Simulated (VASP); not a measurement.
Crystal: BN.

```xyz
4
Lattice="2.5948 0.0000 0.0000 -1.2974 2.2472 0.0000 0.0000 0.0000 4.2920" Properties=species:S:1:pos:R:3 pbc="T T T"
B     0.0000    1.4981   -0.0002
B     1.2974    0.7491    2.1458
N     0.0000    1.4981    1.6097
N     1.2974    0.7491    3.7557
```

This cell differs from its parent crystal: strain +2.0%.

Program: VASP 6.6.1. Alike in all runs: task single point; potentials or basis VASP PAW PBE potentials, release 64 (B, N); no spin polarisation; cell as given; cutoff (eV) 520.

Order these runs on this cell by their pressure, lowest first.
A. level HSE06; k mesh 9 × 9 × 4; smearing gaussian 0.01 eV; grid for exact exchange (PRECFOCK) Normal; share of exact exchange 0.25; screening parameter 0.2079 1/Å
B. level r2SCAN; k mesh 12 × 12 × 6; smearing gaussian 0.01 eV
C. level PBE; k mesh 12 × 12 × 6; smearing fermi-dirac 0.02 eV

A (-24.8 GPa), B (-20.0 GPa), C (-15.9 GPa).

Caveats: the cell stands under tension; the PAW data sets were made with another functional, which shifts forces and pressure a little (at least some runs).
